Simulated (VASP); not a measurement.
Write the native input for VASP 6.6.1 that does the following.

```
Task                   : single point
Functional             : PBEsol
Potentials or basis    : VASP PAW PBE potentials, release 64 (In_d, As)
Cutoff                 : 520 eV
k mesh                 : 16 × 16 × 16
Occupations            : gaussian, width 0.15 eV
Spin                   : no spin polarisation
Dipole correction      : no
Further INCAR settings : ALGO = Normal; EDIFF = 1e-06; NBANDS = 16
```

The structure of InAs lies in POSCAR:

```
InAs
1.0
    0.0000000000      3.3944961119      2.3999087511
    3.3944961119      0.0000000000      2.3999087511
    3.3944961119      3.3944961119      0.0000000000
In As
1 1
Direct
    0.0000000000      0.0000000000      0.0000000000
    0.7500000000      0.7500000000      0.7500000000
```

This cell differs from its parent crystal: ratio of the length along z to the lengths across it x 0.707, volume and fractional coordinates fixed.

These files were run (other wordings do the same):

INCAR

```
SYSTEM = InAs
PREC = Accurate ; ENCUT = 520
EDIFF = 1E-6 ; ISMEAR = 0
SIGMA = 0.15 ; LREAL = .FALSE.
LASPH = .TRUE. ; NELM = 80
ALGO = Normal ; ISIF = 2
LWAVE = .FALSE. ; LCHARG = .FALSE.
GGA = PS ; NBANDS = 16
```

KPOINTS

```
Automatic mesh
0
G
  16 16 16
  0 0 0
```

Potentials or basis: VASP PAW PBE potentials, release 64 (In_d, As).

Run with:

```bash
$ cat potpaw_PBE.64/In_d/POTCAR potpaw_PBE.64/As/POTCAR > POTCAR
$ mpirun -np 1 vasp_std > vasp.out
```

Results of the run:

The pressure is -1.4 GPa and the band gap on the k mesh is zero (bands 9 and 10 overlap by 0.45 eV).

Caveat: semilocal functionals underestimate gaps, so a narrow gap can read as zero; the PAW data sets were made with another functional, which shifts forces and pressure a little; spin-orbit coupling is left out, which moves the levels of the heavy elements.

It took 2.7 min on 1 thread of AMD EPYC 9R45 96-Core Processor (Zen 5), on a shared host, peak memory 0.41 GiB.
